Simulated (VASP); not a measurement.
Pd: single point with PBE

Pd:

```
Pd
1.0
     4.35086    0.00000    0.00000
    -2.17543    3.76795    0.00000
     0.00000    0.00000    2.58632
Pd
3
Direct
  0.00000 0.00000 0.00000
  0.33333 0.66667 0.50000
  0.66667 0.33333 0.50000
```

This isn't the form of Pd at room conditions, which is fcc.

```
Program                : VASP 6.6.1
Task                   : single point
Functional             : PBE
Potentials or basis    : VASP PAW PBE potentials, release 64 (Pd)
Cutoff                 : 520 eV
k mesh                 : 9 × 9 × 12
Occupations            : fermi-dirac, width 0.08 eV
Spin                   : no spin polarisation
Dipole correction      : no
Further INCAR settings : ALGO = Normal; EDIFF = 1e-06; NBANDS = 22
```

```
Pressure               : 21.4 GPa
Band gap on the k mesh : zero (bands 15 and 16 overlap by 1.06 eV)
```

Levels at points of the mesh, in eV from the Fermi level:
```
           k point  band 13  band 14  band 15  band 16  band 17  band 18
(0.00, 0.00, 0.00)    -1.59    -1.59     0.16     0.16     7.81     7.81
(0.00, 0.00, 0.50)    -0.20    -0.20     0.82     2.58     3.45     9.73
```

It took 30 s on 1 thread of AMD EPYC 9R45 96-Core Processor (Zen 5), with other jobs on the host, peak memory 0.16 GiB.

Caveat: the cell stands under pressure.
